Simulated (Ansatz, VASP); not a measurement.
## CdS in VASP and in Ansatz

```
CELL_PARAMETERS angstrom
4.07458 0.00000 0.00000
-2.03729 3.52869 0.00000
0.00000 0.00000 6.63866
ATOMIC_POSITIONS crystal
Cd 0.33333 0.66667 0.99954
Cd 0.66667 0.33333 0.49954
S 0.33333 0.66667 0.37546
S 0.66667 0.33333 0.87546
```

Alike in both runs: functional LDA; k mesh 6 × 6 × 4; occupations fermi-dirac, width 0.02 eV; no spin polarisation.

Ansatz relaxed the structure, and its values are those at the end. VASP's run is a single point on that final structure, the one shown.

```csv
,VASP,Ansatz
version,VASP 6.6.1,Ansatz 0.2.0
potentials or method,"VASP PAW LDA potentials, release 64 (Cd, S), cutoff 520 eV",PAW plane waves
valence electrons in the cell,36,52
```

```csv
,VASP,Ansatz,Ansatz less VASP
gap on the k mesh at the Fermi level (eV),1.05,1.02,-0.030
pressure (GPa),0.5,0.0,-0.54
rms of the force components (eV/Å),0.003,0.003,+0.0006
```

Ansatz warns that its potentials were made for another functional, while VASP's fit it. LDA's correlation is that of Perdew and Zunger in VASP and of Perdew and Wang (1992) in Ansatz. VASP's potentials hold 36 valence electrons a cell and Ansatz's 52, so a difference there can come from the potentials and not from the codes.
